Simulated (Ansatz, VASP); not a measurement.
## Two plane-wave programs on ScAl3

The input INCAR:

```
SYSTEM = ScAl3
ALGO     = Normal         ! electronic algorithm
EDIFF    = 1E-7           ! SCF threshold, eV
ENCUT    = 520            ! plane-wave cutoff, eV
GGA      = PS             ! functional
ISIF     = 2              ! what is computed and relaxed
ISMEAR   = 0              ! smearing method
LASPH    = .TRUE.         ! aspherical terms in the spheres
LCHARG   = .FALSE.        ! write CHGCAR
LREAL    = .FALSE.        ! projectors in reciprocal space
LWAVE    = .FALSE.        ! write WAVECAR
NBANDS   = 18             ! bands
NELM     = 80             ! most SCF steps
PREC     = Accurate       ! precision mode
SIGMA    = 0.15           ! smearing width, eV
```

The input KPOINTS:

```
k-points
0
G
  12 12 12
  0 0 0
```

File POSCAR:

```
ScAl3
1.0
    3.7455947268      0.0000000000      0.0000000000
    0.0000000000      3.7455947268      0.0000000000
    0.0000000000      0.0000000000      3.7455947268
Sc Al
1 3
Direct
    0.0000000000      0.0000000000      0.0000000000
    0.5000000000      0.0000000000      0.5000000000
    0.0000000000      0.5000000000      0.5000000000
    0.5000000000      0.5000000000      0.0000000000
```

Input for Ansatz:

```yaml
crystal:
  lattice:
    - [3.7455947268, 0.0, 0.0]
    - [0.0, 3.7455947268, 0.0]
    - [0.0, 0.0, 3.7455947268]
  atoms:
    - { symbol: Sc, position: [0.0, 0.0, 0.0] }
    - { symbol: Al, position: [0.5, 0.0, 0.5] }
    - { symbol: Al, position: [0.0, 0.5, 0.5] }
    - { symbol: Al, position: [0.5, 0.5, 0.0] }
basis:
  ecutwfc: 420
kpoints:
  mp_grid: { grid: [12, 12, 12] }
hamiltonian:
  xc: pbesol
scf:
  occupations: { method: gaussian, width: 0.15 }
output:
  forces: true
  stress: true
  eigenvalues: true
```

Change from the starting cell: strain -0.080 along x and y, -0.080 along z, atoms carried along.

Alike in both runs: task single point; functional PBEsol; k mesh 12 × 12 × 12; occupations gaussian, width 0.15 eV; no spin polarisation.

|  | VASP | Ansatz |
| --- | --- | --- |
| version | VASP 6.6.1 | Ansatz 0.2.0 |
| potentials or method | VASP PAW PBE potentials, release 64 (Sc_sv, Al), cutoff 520 eV | scalar-relativistic, plane waves, PAW |
| valence electrons in the cell | 20 | 20 |

|  | VASP | Ansatz | Ansatz less VASP |
| --- | --- | --- | --- |
| gap on the k mesh at the Fermi level (eV) | none | none | - |
| pressure (GPa) | 38.1 | 37.8 | -0.36 |

VASP's potentials were made for PBE, not for PBEsol. A gap of «none» marks a metal or a gap that the smearing closes. Both programs put the cell under a high pressure, so it lies far from rest at this level.
